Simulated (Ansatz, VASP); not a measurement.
Two plane-wave programs on Bi

```
CELL_PARAMETERS angstrom
3.47012 0.00000 0.00000
-1.73506 3.00521 0.00000
0.00000 0.00000 11.57195
ATOMIC_POSITIONS crystal
Bi 0.00000 0.00000 0.00000
Bi 0.33333 0.66667 0.25000
Bi 0.00000 0.00000 0.50000
Bi 0.66667 0.33333 0.75000
```

Alike in both runs: functional PBE; dispersion D3(BJ); k mesh 12 × 12 × 4; occupations gaussian, width 0.1 eV; no spin polarisation.

Ansatz relaxed the structure, and its values are those at the end. VASP's run is a single point on that final structure, the one shown.

|  | VASP | Ansatz |
| --- | --- | --- |
| version | VASP 6.6.1 | Ansatz 0.2.0 |
| potentials or method | VASP PAW PBE potentials, release 64 (Bi_d), cutoff 520 eV | scalar-relativistic, plane waves, PAW |
| valence electrons in the cell | 60 | 60 |

Ansatz gave:

| Quantity | Value |
| --- | --- |
| gap on the k mesh at the Fermi level (eV) | none |
| pressure (GPa) | 0.0 |

Question: Estimate VASP's values.

Answer: gap on the k mesh at the Fermi level (eV): none; pressure (GPa): -0.1.

A gap of «none» marks a metal or a gap that the smearing closes.

Spin-orbit coupling is off throughout.
